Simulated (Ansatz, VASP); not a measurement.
**One calculation of AlRu, two programs**

```xyz
2
Lattice="2.9764 0.0000 0.0000 0.0000 2.9764 0.0000 0.0000 0.0000 2.9764" Properties=species:S:1:pos:R:3 pbc="T T T"
Al    0.0000    0.0000    0.0000
Ru    1.4882    1.4882    1.4882
```

Alike in both runs: functional PBEsol; k mesh 14 × 14 × 14; occupations gaussian, width 0.1 eV; no spin polarisation.

Ansatz relaxed the structure, and its values are those at the end. VASP's run is a single point on that final structure, the one shown.

```csv
,VASP,Ansatz
version,VASP 6.6.1,Ansatz 0.2.0
potentials or method,"VASP PAW PBE potentials, release 64 (Al, Ru_pv), cutoff 520 eV","scalar-relativistic, plane waves, PAW"
valence electrons in the cell,17,19
```

```tsv
	VASP	Ansatz	Ansatz less VASP
gap on the k mesh at the Fermi level (eV)	none	none	-
pressure (GPa)	0.0	0.0	-0.07
```

VASP's potentials were made for PBE, not for PBEsol. A gap of «none» marks a metal or a gap that the smearing closes. VASP's potentials hold 17 valence electrons a cell and Ansatz's 19, so a difference there can come from the potentials and not from the codes.
